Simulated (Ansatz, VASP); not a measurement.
**Al2Au: VASP beside Ansatz**

```xyz
3
Lattice="0.0000 3.0311 3.0311 3.0311 0.0000 3.0311 3.0311 3.0311 0.0000" Properties=species:S:1:pos:R:3 pbc="T T T"
Al    1.5155    1.5155    1.5155
Al    4.5466    4.5466    4.5466
Au    0.0000    0.0000    0.0000
```

Alike in both runs: functional PBE; k mesh 14 × 14 × 14; occupations gaussian, width 0.1 eV; no spin polarisation.

Ansatz relaxed the structure, and its values are those at the end. VASP's run is a single point on that final structure, the one shown.

```csv
,VASP,Ansatz
version,VASP 6.6.1,Ansatz 0.2.0
potentials or method,"VASP PAW PBE potentials, release 64 (Al, Au), cutoff 520 eV","scalar-relativistic, plane waves, PAW"
valence electrons in the cell,17,25
```

|  | VASP | Ansatz | Ansatz less VASP |
| --- | --- | --- | --- |
| gap on the k mesh at the Fermi level (eV) | none | none | - |
| pressure (GPa) | -0.3 | 0.0 | +0.22 |

A gap of «none» marks a metal or a gap that the smearing closes. VASP's potentials hold 17 valence electrons a cell and Ansatz's 25, so a difference there can come from the potentials and not from the codes.

Spin-orbit coupling is off throughout.
